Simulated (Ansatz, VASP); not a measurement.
Ta2N: VASP beside Ansatz

```
Ta N
1.0
     5.29657    0.00000    0.00000
    -2.64829    4.58697    0.00000
     0.00000    0.00000    4.93918
Ta N
6 3
Direct
  0.66636 0.66636 0.75362
  0.00000 0.33364 0.75362
  0.33364 0.00000 0.75362
  0.33364 0.33364 0.24638
  0.00000 0.66636 0.24638
  0.66636 0.00000 0.24638
  0.66667 0.33333 0.50000
  0.33333 0.66667 0.50000
  0.00000 0.00000 0.00000
```

Alike in both runs: task single point; functional LDA; k mesh 6 × 6 × 4; occupations gaussian, width 0.1 eV; no spin polarisation.

|  | VASP | Ansatz |
| --- | --- | --- |
| version | VASP 6.6.1 | Ansatz 0.2.0 |
| potentials or method | VASP PAW LDA potentials, release 64 (Ta_sv_GW, N), cutoff 700 eV | scalar-relativistic, plane waves, PAW |
| valence electrons in the cell | 93 | 93 |

|  | VASP | Ansatz | Ansatz less VASP |
| --- | --- | --- | --- |
| gap on the k mesh at the Fermi level (eV) | none | none | - |
| pressure (GPa) | -10.3 | -11.1 | -0.76 |
| traceless stress, the component that is largest in VASP (GPa) | -0.24 | -0.25 | -0.017 |
| rms of the force components (eV/Å) | 0.070 | 0.073 | +0.0037 |

Ansatz warns that its potentials were made for another functional, while VASP's fit it. LDA's correlation is that of Perdew and Zunger in VASP and of Perdew and Wang (1992) in Ansatz. Atom by atom the forces differ by 0.004 eV/Å (rms over components). A gap of «none» marks a metal or a gap that the smearing closes.

Neither program's run includes spin-orbit coupling.
